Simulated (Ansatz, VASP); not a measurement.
# Yb in VASP and in Ansatz

Contents of INCAR:

```
PREC = Accurate ; ENCUT = 520
EDIFF = 1E-6 ; ISMEAR = -1
SIGMA = 0.6 ; LREAL = F
LASPH = T ; NELM = 80
ALGO = Normal ; ISIF = 2
LWAVE = F ; LCHARG = F
GGA = PE ; NBANDS = 18
```

KPOINTS

```
Automatic mesh
0
Gamma
  10 10 10
```

File POSCAR:

```
Yb
1.0
    0.0000000000      2.6151647068      2.6151647068
    2.6151647068      0.0000000000      2.6151647068
    2.6151647068      2.6151647068      0.0000000000
Yb
1
Direct
    0.0000000000      0.0000000000      0.0000000000
```

Input for Ansatz:

```yaml
crystal:
  lattice:
    - [0.0, 2.6151647068, 2.6151647068]
    - [2.6151647068, 0.0, 2.6151647068]
    - [2.6151647068, 2.6151647068, 0.0]
  atoms:
    - { symbol: Yb, position: [0.0, 0.0, 0.0] }
hamiltonian:
  xc: pbe
  pseudopotentials:
    kind: paw
    azcp:
      Yb: "pseudopotentials/Yb.paw.azcp"
basis:
  ecutwfc: 420
  fft_grid_basis: typed
kpoints:
  mp_grid: { grid: [10, 10, 10], shift: [0, 0, 0] }
magnetization:
  spin_polarized: false
scf:
  occupations: { method: fermi_dirac, width: 0.6 }
  lower_state_search: "off"
output:
  stress: true
  write_density: true
  write_potential: true
  elf: true
  volumetric_format: npy
```

Alike in both runs: task single point; functional PBE; k mesh 10 × 10 × 10; occupations fermi-dirac, width 0.6 eV; no spin polarisation.

|  | VASP | Ansatz |
| --- | --- | --- |
| version | VASP 6.6.1 | Ansatz 0.2.0 |
| potentials or method | VASP PAW PBE potentials, release 64 (Yb), cutoff 520 eV | plane waves (420 eV) with PAW, scalar-relativistic |
| valence electrons in the cell | 24 | 24 |

|  | VASP | Ansatz | Ansatz less VASP |
| --- | --- | --- | --- |
| pressure (GPa) | 0.2 | 0.1 | -0.10 |

Spin-orbit coupling is off throughout.
